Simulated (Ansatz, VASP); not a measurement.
**One calculation of CdS, two programs**

The input POSCAR:

```
CdS
1.0
    0.0000000000      2.8770830059      2.8770830059
    2.8770830059      0.0000000000      2.8770830059
    2.8770830059      2.8770830059      0.0000000000
Cd S
1 1
Direct
    0.0000000000      0.0000000000      0.0000000000
    0.7500000000      0.7500000000      0.7500000000
```

File INCAR.step1:

```
ALGO = Normal
EDIFF = 1E-5
ENCUT = 700
GGA = PE
GGA_COMPAT = F
ISMEAR = -1
LASPH = T
LCHARG = F
LREAL = F
LWAVE = T
NBANDS = 20
NELM = 120
PREC = Accurate
SIGMA = 0.05
```

INCAR.step2

```
ALGO = Normal
BPARAM = 11.95
CPARAM = 0.0093
EDIFF = 1E-6
ENCUT = 700
GGA_COMPAT = F
ISIF = 2
ISMEAR = -1
ISTART = 1
IVDW_NL = 2
LASPH = T
LCHARG = F
LMIXTAU = T
LREAL = F
LUSE_VDW = T
LWAVE = F
METAGGA = R2SCAN
NBANDS = 20
NELM = 120
PREC = Accurate
SIGMA = 0.05
```

File KPOINTS:

```
k-points
0
Gamma
  8 8 8
```

File input.yaml:

```yaml
crystal:
  lattice:
    - [0.0, 2.8770830059, 2.8770830059]
    - [2.8770830059, 0.0, 2.8770830059]
    - [2.8770830059, 2.8770830059, 0.0]
  atoms:
    - { symbol: Cd, position: [0.0, 0.0, 0.0] }
    - { symbol: S, position: [0.75, 0.75, 0.75] }
hamiltonian:
  xc: r2scan
  pseudopotentials: { kind: paw }
  dispersion: rvv10
kpoints:
  mp_grid: { grid: [8, 8, 8] }
scf:
  occupations: { method: fermi_dirac, width: 0.05 }
output:
  forces: true
  stress: true
  eigenvalues: true
```

Alike in both runs: task single point; functional r2SCAN; dispersion rVV10; k mesh 8 × 8 × 8; occupations fermi-dirac, width 0.05 eV; no spin polarisation.

```csv
,VASP,Ansatz
version,VASP 6.6.1,Ansatz 0.2.0
potentials or method,"VASP PAW PBE potentials, release 64 (Cd_sv_GW, S)",Ansatz PAW
plane-wave cutoff (eV),700,500
valence electrons in the cell,26,26
```

Ansatz gave:

- gap on the k mesh at the Fermi level (eV): 1.63
- least direct gap on the mesh (eV): 1.63
- pressure (GPa): 3.5

What did VASP give for the same quantities?

gap on the k mesh at the Fermi level (eV): 1.63; least direct gap on the mesh (eV): 1.63; pressure (GPa): 3.4.

VASP's potentials were made for PBE, not for r2SCAN.
